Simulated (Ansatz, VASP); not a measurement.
LiCl: VASP beside Ansatz

File INCAR:

```
  ALGO = Normal
  EDIFF = 1E-7
  EDIFFG = -0.005
  ENCUT = 750
  GGA = CA
  GGA_COMPAT = F
  IBRION = 2
  ISIF = 3
  ISMEAR = 0
  LASPH = T
  LCHARG = F
  LREAL = F
  LWAVE = F
  NELM = 120
  NELMIN = 4
  NSW = 70
  PREC = Accurate
  SIGMA = 0.02
```

File KPOINTS:

```
k-points
0
Gamma
  8 8 8
```

File POSCAR:

```
LiCl
1.0
    0.0000000000      2.5751358841      2.5751358841
    2.5751358841      0.0000000000      2.5751358841
    2.5751358841      2.5751358841      0.0000000000
Li Cl
1 1
Direct
    0.0000000000      0.0000000000      0.0000000000
    0.5000000000      0.5000000000      0.5000000000
```

Input for Ansatz:

```yaml
crystal:
  lattice:
    - [0.0, 2.5751358841, 2.5751358841]
    - [2.5751358841, 0.0, 2.5751358841]
    - [2.5751358841, 2.5751358841, 0.0]
  atoms:
    - { symbol: Li, position: [0.0, 0.0, 0.0] }
    - { symbol: Cl, position: [0.5, 0.5, 0.5] }
basis:
  ecutwfc: 420
kpoints:
  mp_grid: { grid: [8, 8, 8] }
hamiltonian:
  xc: lda
scf:
  occupations: { method: gaussian, width: 0.02 }
output:
  forces: true
  stress: true
  eigenvalues: true
relax:
  adjacent_minimum: "off"
  f_tol: 0.005
  max_steps: 50
  cell: { stress_tol: 0.05 }
```

Alike in both runs: task relaxation of cell and atoms; functional LDA; k mesh 8 × 8 × 8; occupations gaussian, width 0.02 eV; no spin polarisation.

|  | VASP | Ansatz |
| --- | --- | --- |
| version | VASP 6.6.1 | Ansatz 0.2.0 |
| potentials or method | VASP PAW LDA potentials, release 64 (Li_sv, Cl), cutoff 750 eV | scalar-relativistic, plane waves, PAW |
| valence electrons in the cell | 10 | 10 |

```csv
,VASP,Ansatz,Ansatz less VASP
"gap on the k mesh at the Fermi level, each at its own relaxed structure (eV)",6.52,6.49,-0.027
relaxed volume (Å³/atom),15.27,15.30,+0.029
relaxed length of the cell vector where the two differ most in proportion (Å),3.509,3.511,+0.0022
```

LDA's correlation is that of Perdew and Zunger in VASP and of Perdew and Wang (1992) in Ansatz.
